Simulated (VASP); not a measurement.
# CaHfS2: single point with PBE

Crystal: CaHfS2.

```xyz
4
Lattice="3.6420 0.0000 0.0000 -1.8210 3.1541 0.0000 0.0000 0.0000 6.7824" Properties=species:S:1:pos:R:3 pbc="T T T"
Ca    0.0000    2.1027    3.3912
Hf    1.8210    1.0514    0.0000
S     0.0000    0.0000    1.5708
S     0.0000    0.0000    5.2116
```

```json
{"Program": "VASP 6.6.1", "Task": "single point", "Functional": "PBE", "Potentials or basis": "VASP PAW PBE potentials, release 64 (Ca_sv, Hf_pv, S)", "Cutoff": "520 eV", "k mesh": "6 × 6 × 4", "Occupations": "gaussian, width 0.1 eV", "Spin": "no spin polarisation", "Dipole correction": "no", "Further INCAR settings": "ALGO = Normal; EDIFF = 1e-07; NBANDS = 24"}
```

- Pressure: -0.3 GPa
- Largest force: 0.085 eV/Å
- Band gap on the k mesh: zero (bands 16 and 17 overlap by 0.51 eV)

Forces on the atoms (eV/Å):
```
Ca   0.000  0.000  0.000
Hf   0.000  0.000  0.000
S    0.000  0.000 -0.085
S    0.000  0.000  0.085
```

Stress tensor (GPa, compression positive):
```
-0.32  0.00  0.00
 0.00 -0.32  0.00
 0.00  0.00 -0.18
```

Levels at points of the mesh, in eV from the Fermi level:
```csv
k point,band 13,band 14,band 15,band 16,band 17,band 18,band 19,band 20
"(0.00, 0.00, 0.00)",-3.54,-3.54,-3.00,-0.85,0.65,0.65,0.85,0.99
"(0.50, 0.00, 0.00)",-4.79,-3.92,-3.44,-1.86,1.46,1.72,2.08,2.28
"(0.00, 0.00, 0.50)",-4.17,-3.71,-3.71,0.47,1.45,1.45,1.54,1.54
"(0.50, 0.00, 0.50)",-4.71,-4.60,-4.16,-1.05,0.09,2.46,2.94,3.05
```

Wall time 62 s on 1 thread of Intel(R) Xeon(R) Platinum 8259CL CPU @ 2.50GHz (Skylake/Cascade Lake), on a shared host, peak memory 0.21 GiB.

Caveat: spin-orbit coupling is left out, which moves the levels of the heavy elements.
